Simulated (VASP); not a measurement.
Input of a VASP 6.6.1 run:

Contents of INCAR:

```
PREC = Accurate ; ENCUT = 520
EDIFF = 1E-6 ; ISMEAR = 0
SIGMA = 0.15 ; LREAL = False
LASPH = True ; NELM = 80
ALGO = Fast ; ISIF = 2
LWAVE = False ; LCHARG = True
GGA = PE ; IVDW = 12
LELF = True ; LVHAR = True
NBANDS = 21
```

The input KPOINTS:

```
regular mesh
0
Gamma
  18 18 12
```

File POSCAR:

```
Sn
1.0
   -1.7544065422      1.7546136957     -2.1674907473
   -1.7544065422      1.7546136957      2.1674907473
    3.5088130844      3.5092273914      0.0000000000
Sn
2
Direct
   -0.0000000125     -0.0000000125      0.0211586730
    0.5000000125      0.5000000125      0.4788413270
```

Potentials or basis: VASP PAW PBE potentials, release 64 (Sn_d).

The run is started by

```bash
$ cat potpaw_PBE.64/Sn_d/POTCAR > POTCAR
$ mpirun -np 1 vasp_std > vasp.out
```

What does it give for the largest force?

0.478 eV/Å.

Estimate the pressure.

0.8 GPa.

Estimate the dispersion energy per atom.

-0.392 eV.

Estimate the band gap on the k mesh.

zero (band 14 reaches 11.74 eV, above the bottom of band 15 at 6.29 eV).

Forces on the atoms (eV/Å):
```
Sn  -0.338 -0.338  0.000
Sn   0.338  0.338  0.000
```

Caveat: the cell differs from its parent crystal (mode 6 (102.9 1/cm) frozen in, largest displacement +0.105 Å); spin-orbit coupling is left out, which moves the levels of the heavy elements; pairwise dispersion overbinds metals, which lowers pressure and volume.
